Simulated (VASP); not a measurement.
# Tc12H (a cell with a defect) in VASP: single point with PBE

Aim: the single point of Tc12H (a cell with a defect) with PBE.

Everything below comes from runs of VASP 6.6.1. Logs are shortened: lines on timing, memory, paths and dates and some standing lists are left out, and cuts for length are marked.

## Step 1: The cell of the first run

The cell holds a defect, 13 atoms: a = 5.480 Å, b = 8.220 Å, c = 4.395 Å, α = 90.00°, β = 90.00°, γ = 120.00°.

## Step 2: Single point, PBE

INCAR

```
SYSTEM = Tc12H
PREC     = Accurate       ! precision mode
ENCUT    = 520            ! plane-wave cutoff, eV
EDIFF    = 1E-7           ! SCF threshold, eV
ISMEAR   = 0              ! smearing method
SIGMA    = 0.15           ! smearing width, eV
LREAL    = .FALSE.        ! projectors in reciprocal space
LASPH    = .TRUE.         ! aspherical terms in the spheres
NELM     = 60             ! most SCF steps
ALGO     = Normal         ! electronic algorithm
ISIF     = 2              ! what is computed and relaxed
LWAVE    = .FALSE.        ! write WAVECAR
LCHARG   = .FALSE.        ! write CHGCAR
GGA      = PE             ! functional
NBANDS   = 90             ! bands
```

KPOINTS

```
Automatic mesh
0
G
  4 3 4
  0 0 0
```

POSCAR

```
Tc12H
1.0
    5.4800000000      0.0000000000      0.0000000000
   -4.1100000000      7.1187290000      0.0000000000
    0.0000000000      0.0000000000      4.3949600000
Tc H
12 1
Direct
   -0.0068686358     -0.0019379864      0.0108062417
    0.1623281194      0.2236572006      0.4880303803
   -0.0001303283      0.3339001948      0.0047661412
    0.1672993345      0.5564431516      0.4922654586
   -0.0000639879      0.6664896220      0.0056441924
    0.1629984842      0.8847408013      0.4897446166
    0.5031533065     -0.0015289246      0.0112824690
    0.6723498293      0.2240394318      0.4884936382
    0.5024957295      0.3373621892      0.0095632270
    0.6655728173      0.5556189876      0.4937307734
    0.4981868087      0.6656612437      0.0071836831
    0.6656563640      0.8882152980      0.4945453428
    0.3327913908      0.1111031197      0.7496179715
```

Potentials or basis: VASP PAW PBE potentials, release 64 (Tc_pv, H).

The run is started by

```
cat potpaw_PBE.64/Tc_pv/POTCAR potpaw_PBE.64/H/POTCAR > POTCAR
mpirun -np 1 vasp_std > vasp.out
```

OUTCAR:

```text
SYSTEM = Tc12H
   PREC = Accurate
   ENCUT = 520
   EDIFF = 1E-7
   ISMEAR = 0
   LREAL = .FALSE.
   LASPH = .TRUE.
   NELM = 60
   ISIF = 2
   GGA = PE

 ion  position               nearest neighbor table
   1  0.993  0.998  0.011-  13 1.98  12 2.63   2 2.64   6 2.65   7 2.69  11 2.72   3 2.74   5 2.74
                            12 2.75   9 2.79   7 2.79   6 2.80   2 2.80
   2  0.162  0.224  0.488-  13 1.98   3 2.63   1 2.64   9 2.65   8 2.69   4 2.72  12 2.74  10 2.74
                             3 2.75   6 2.79   8 2.79   1 2.80   9 2.80
   3  1.000  0.334  0.005-   2 2.63   8 2.63   4 2.66  11 2.73   5 2.73   7 2.74   9 2.74   9 2.74
                             1 2.74   8 2.75   2 2.75   4 2.75
   4  0.167  0.556  0.492-  11 2.65   5 2.66   3 2.66   6 2.71   2 2.72   8 2.72  12 2.73  10 2.73
                            10 2.75   5 2.75   3 2.75  11 2.75
   5  1.000  0.666  0.006-   6 2.63   4 2.66  10 2.67   9 2.72   3 2.73  11 2.73   7 2.74   1 2.74
                            11 2.75   6 2.75  10 2.75   4 2.75
   6  0.163  0.885  0.490-  13 1.98   5 2.63   7 2.65   1 2.65   4 2.71  10 2.72  12 2.74  12 2.74
                             5 2.75   2 2.79   8 2.79   1 2.80   7 2.80
   7  0.503  0.998  0.011-  13 1.98  12 2.63   8 2.64   6 2.65   1 2.69  11 2.72   3 2.74   5 2.74
                            12 2.75   9 2.79   1 2.79   8 2.80   6 2.80
   8  0.672  0.224  0.488-  13 1.98   3 2.63   7 2.64   9 2.65   2 2.69   4 2.72  12 2.74  10 2.74
                             3 2.75   6 2.79   2 2.79   9 2.80   7 2.80
   9  0.502  0.337  0.010-  13 1.97  10 2.63   2 2.65   8 2.65  11 2.71   5 2.72   3 2.74   3 2.74
                            10 2.75   7 2.79   1 2.79   8 2.80   2 2.80
  10  0.666  0.556  0.494-   9 2.63  11 2.66   5 2.67   6 2.72  12 2.73   4 2.73   2 2.74   8 2.74
                             4 2.75   9 2.75   5 2.75  11 2.75
  11  0.498  0.666  0.007-   4 2.65  10 2.66  12 2.66   9 2.71   7 2.72   1 2.72   3 2.73   5 2.73
                             5 2.75  10 2.75  12 2.75   4 2.75
  12  0.666  0.888  0.495-   7 2.63   1 2.63  11 2.66   4 2.73  10 2.73   2 2.74   6 2.74   6 2.74
                             8 2.74   1 2.75   7 2.75  11 2.75
  13  0.333  0.111  0.750-   9 1.97   6 1.98   8 1.98   2 1.98   7 1.98   1 1.98

  LATTYP: Found a simple monoclinic cell.
 ALAT       =     5.4800000000
 B/A-ratio  =     0.8020000000
 C/A-ratio  =     1.3228756879
 COS(beta)  =    -0.1889822319

  Lattice vectors:

 A1 = (   5.4800000000,   0.0000000000,   0.0000000000)
 A2 = (   0.0000000000,   0.0000000000,   4.3949600000)
 A3 = (  -1.3700000000,  -7.1187290000,   0.0000000000)

Analysis of symmetry for initial positions (statically):
=====================================================================
 Subroutine PRICEL returns:
 Original cell was already a primitive cell.

 Routine SETGRP: Setting up the symmetry group for a
 simple monoclinic supercell.

 Subroutine GETGRP returns: Found  1 space group operations
 (whereof  1 operations were pure point group operations)
 out of a pool of  4 trial point group operations.

The static configuration has the point symmetry C_1 .

Analysis of symmetry for dynamics (positions and initial velocities):
=====================================================================
 Subroutine PRICEL returns:
 Original cell was already a primitive cell.

 Routine SETGRP: Setting up the symmetry group for a
 simple monoclinic supercell.

 Subroutine GETGRP returns: Found  1 space group operations
 (whereof  1 operations were pure point group operations)
 out of a pool of  4 trial point group operations.

The dynamic configuration has the point symmetry C_1 .

 Subroutine INISYM returns: Found  1 space group operations
 (whereof  1 operations are pure point group operations),
 and found     1 'primitive' translations

----------------------------------------------------------------------------------------

                                     Primitive cell

  volume of cell :     171.4502

  direct lattice vectors                    reciprocal lattice vectors
     5.480000000  0.000000000  0.000000000     0.182481752  0.105355886  0.000000000
    -4.110000000  7.118729000  0.000000000     0.000000000  0.140474514  0.000000000
     0.000000000  0.000000000  4.394960000     0.000000000  0.000000000  0.227533356

  length of vectors
     5.480000000  8.220000157  4.394960000     0.210711776  0.140474514  0.227533356

[... 45 lines left out ...]

  Length of vectors
     0.052677944  0.046824838  0.056883339

  Shift w.r.t. Gamma in fractional coordinates (k-lattice)
     0.000000000  0.000000000  0.000000000

 Subroutine IBZKPT returns following result:
 ===========================================

 Found     26 irreducible k-points:

 Following reciprocal coordinates:
            Coordinates               Weight
  0.000000  0.000000  0.000000      1.000000
  0.250000  0.000000  0.000000      2.000000
  0.500000  0.000000  0.000000      1.000000
  0.000000  0.333333  0.000000      2.000000
  0.250000  0.333333  0.000000      2.000000
  0.500000  0.333333  0.000000      2.000000
[... 16 lines left out ...]
  0.000000  0.333333  0.500000      2.000000
  0.250000  0.333333  0.500000      2.000000
 [... further k-points ...]
   k-points           NKPTS =     26   k-points in BZ     NKDIM =     26   number of bands    NBANDS=     90
   number of dos      NEDOS =    301   number of ions     NIONS =     13
   total plane-waves  NPLWV =  96768
   dimension x,y,z NGX =    42 NGY =   64 NGZ =   36
   dimension x,y,z NGXF=    84 NGYF=  128 NGZF=   72
   ions per type =              12   1
   NGX,Y,Z   is equivalent  to a cutoff of  12.74, 12.94, 13.62 a.u.
   NGXF,Y,Z  is equivalent  to a cutoff of  25.48, 25.89, 27.24 a.u.
 SYSTEM =  Tc12H
   PREC   = accura    normal or accurate (medium, high low for compatibility)
   ISTART =      0    job   : 0-new  1-cont  2-samecut
   ICHARG =      2    charge: 1-file 2-atom 10-const
   ISPIN  =      1    spin polarized calculation?
   LNONCOLLINEAR =      F non collinear calculations
   LSORBIT =      F    spin-orbit coupling
   LASPH  =      T    aspherical Exc in radial PAW
   ENCUT  =  520.0 eV  38.22 Ry    6.18 a.u.  10.19 15.28  8.17*2*pi/ulx,y,z
   NELM   =     60;   NELMIN=  2; NELMDL= -5     # of ELM steps
   EDIFF  = 0.1E-06   stopping-criterion for ELM
   LREAL  =      F    real-space projection
   EDIFFG = 0.1E-05   stopping-criterion for IOM
   NSW    =      0    number of steps for IOM
   IBRION =     -1    ionic relax: 0-MD 1-quasi-New 2-CG
   NFREE  =      0    steps in history (QN), initial steepest desc. (CG)
   ISIF   =      2    stress and relaxation
   ISYM   =      2    0-nonsym 1-usesym 2-fastsym
   POTIM  = 0.5000    time-step for ionic-motion
   TEBEG  =    0.0;   TEEND  =   0.0 temperature during run
   PSTRESS=    0.0 pullay stress
   NELECT =     157.0000    total number of electrons
   NUPDOWN=      -1.0000    fix difference up-down
   EMIN   =  10.00;   EMAX   =-10.00  energy-range for DOS
   EFERMI =   0.00;   METHOD = LEGACY
   ISMEAR =     0;   SIGMA  =   0.15  broadening in eV -4-tet -1-fermi 0-gaus
   EFERMI_NEDOS =   21; number of points for ismear=-14 and -15
   IALGO  =     38    algorithm
   IMIX   =      4    mixing-type and parameters
     AMIX     =   0.40;   BMIX     =  1.00
     AMIX_MAG =   1.60;   BMIX_MAG =  1.00
  volume/ion in A,a.u.               =      13.19        89.00
  Fermi-wavevector in a.u.,A,eV,Ry     =   1.589750  3.004191 34.386057  2.527304
  Thomas-Fermi vector in A             =   2.688551
   LORBIT       =      0    0 simple, 1 ext, 2 COOP (PROOUT), +10 PAW based schemes
   GGA     = PE    functional components
   LHFCALC =     F    Hartree Fock is set to
   AEXX    =    0.0000 exact exchange contribution
   IVDW    =     0    specifies the selected vdW correction
   LEPSILON=     F    determine dielectric tensor
   LRPA    =     F    only Hartree local field effects (RPA)
 non-spin polarized calculation
 Gauss-broadening in eV      SIGMA  =   0.15
  energy-cutoff  :      520.00
  volume of cell :      171.45
 maximum number of plane-waves:      4640
 NGX is ok and might be reduce to    42
   NGX = 21   NGY = 31   NGZ = 17

 number of electron     157.0000005 magnetization

 Free energy of the ion-electron system (eV)
  ---------------------------------------------------
  ext. energy  EPLUGINS =         0.00000000
  ---------------------------------------------------
  free energy    TOTEN  =      -127.80529538 eV

  energy without entropy =     -127.68648117  energy(sigma->0) =     -127.74588827

 E-fermi :  12.7925     XC(G=0): -13.8561

 val. band max:       12.7864232368   @ k =   0.2500   0.3333   0.5000
 cond. band min:      12.7942075347   @ k =   0.0000   0.3333   0.5000
 fundamental gap:      0.0077842979
 Fermi energy:        12.7925105843

 k-point     1 :       0.0000    0.0000    0.0000
  band No.  band energies     occupation
      1     -26.6749      2.00000
      2     -26.5262      2.00000
      3     -26.4107      2.00000
      4     -26.3895      2.00000
      5     -26.3343      2.00000
      6     -26.3176      2.00000
[... 2221 lines left out ...]
     89      15.0970      0.00000
     90      15.1819      0.00000

 [... further k-points ...]

------------------------ aborting loop because EDIFF is reached ----------------------------------------

  FORCE on cell =-STRESS in cart. coord.  units (eV):
  Direction    XX          YY          ZZ          XY          YZ          ZX
  --------------------------------------------------------------------------------------
  -------------------------------------------------------------------------------------
  Total        7.1758085      7.9548537      4.8517083     -0.4139617      0.3575860      0.0043494
  in kB       67.0569006     74.3369666     45.3385174     -3.8684130      3.3415900      0.0406445
  external PRESSURE =      62.2441282 kB  Pullay stress =       0.0000000 kB

 VOLUME and BASIS-vectors are now :
 -----------------------------------------------------------------------------
  energy-cutoff  :      520.00
  volume of cell :      171.45
      direct lattice vectors                 reciprocal lattice vectors
     5.480000000  0.000000000  0.000000000     0.182481752  0.105355886  0.000000000
    -4.110000000  7.118729000  0.000000000     0.000000000  0.140474514  0.000000000
     0.000000000  0.000000000  4.394960000     0.000000000  0.000000000  0.227533356

 POSITION                                       TOTAL-FORCE (eV/Angst)
 -----------------------------------------------------------------------------------
      1.34032      7.10493      0.04749        -0.011901     -0.001467      0.026196
     -0.02967      1.59215      2.14487         0.000404     -0.000983     -0.020463
      4.10696      2.37694      0.02095        -0.001698      0.000855      0.002130
     -1.37018      3.96117      2.16349         0.000516     -0.005825      0.009566
      2.74038      4.74456      0.02481        -0.001563     -0.001563     -0.003311
     -2.74305      6.29823      2.15241         0.007074     -0.006150     -0.015397
     -1.34644      7.10785      0.04959         0.001298     -0.000618      0.020562
      2.76367      1.59488      2.14691         0.011953      0.001878     -0.025059
      1.36712      2.40159      0.04203        -0.007179      0.007842      0.016043
      1.36374      3.95530      2.16993         0.000536      0.001677      0.003401
     -0.00580      4.73866      0.03157         0.000566      0.006866     -0.012550
     -0.00277      6.32296      2.17351         0.000267     -0.001341     -0.001386
      1.36706      0.79091      3.29454        -0.000273     -0.001172      0.000269
 -----------------------------------------------------------------------------------
    total drift:                                0.000067     -0.000013      0.000055

  FREE ENERGIE OF THE ION-ELECTRON SYSTEM (eV)
  ---------------------------------------------------
  free  energy   TOTEN  =      -127.8052953773 eV

  energy  without entropy=     -127.6864811683  energy(sigma->0) =     -127.74588827
```

Wall time 21 min (1 thread of Intel Xeon 8259CL, shared host); peak memory 0.45 GiB.

Results:

| Property | Result |
| --- | --- |
| Free energy | -127.8053 eV |
| Pressure | 6.2 GPa |
| Largest force | 0.029 eV/Å |
| Band gap on the k mesh | zero (an odd number of electrons rules out a gap without spin polarisation) |

Forces on the atoms (eV/Å):
```
Tc  -0.012 -0.001  0.026
Tc   0.000 -0.001 -0.020
Tc  -0.002  0.001  0.002
Tc   0.001 -0.006  0.010
Tc  -0.002 -0.002 -0.003
Tc   0.007 -0.006 -0.015
Tc   0.001 -0.001  0.021
Tc   0.012  0.002 -0.025
Tc  -0.007  0.008  0.016
Tc   0.001  0.002  0.003
Tc   0.001  0.007 -0.013
Tc   0.000 -0.001 -0.001
H    0.000 -0.001  0.000
```
